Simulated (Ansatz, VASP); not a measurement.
Two plane-wave programs on Zr

```
Zr
1.0
     0.08456    2.25500    2.25500
     2.25500    0.08456    2.25500
     2.33956    2.33956    0.00000
Zr
1
Direct
  0.00000 0.00000 0.00000
```

Change from the starting cell: strain +0.0750 x Voigt [0, 0, 0, 0, 0, 1], atoms carried along.

Alike in both runs: task single point; functional PBEsol; k mesh 18 × 18 × 18; occupations gaussian, width 0.15 eV; no spin polarisation.

|  | VASP | Ansatz |
| --- | --- | --- |
| version | VASP 6.6.1 | Ansatz 0.2.0 |
| potentials or method | VASP PAW PBE potentials, release 64 (Zr_sv), cutoff 520 eV | scalar-relativistic, plane waves, PAW |
| valence electrons in the cell | 12 | 12 |

Ansatz gave:

- gap on the k mesh at the Fermi level (eV): none
- pressure (GPa): -2.6
- traceless stress, the component that is largest in VASP (GPa): -3.38

**Question.** What did VASP give for the same quantities?

**Answer.** gap on the k mesh at the Fermi level (eV): none; pressure (GPa): -2.5; traceless stress, the component that is largest in VASP (GPa): -3.39.

VASP's potentials were made for PBE, not for PBEsol. A gap of «none» marks a metal or a gap that the smearing closes.
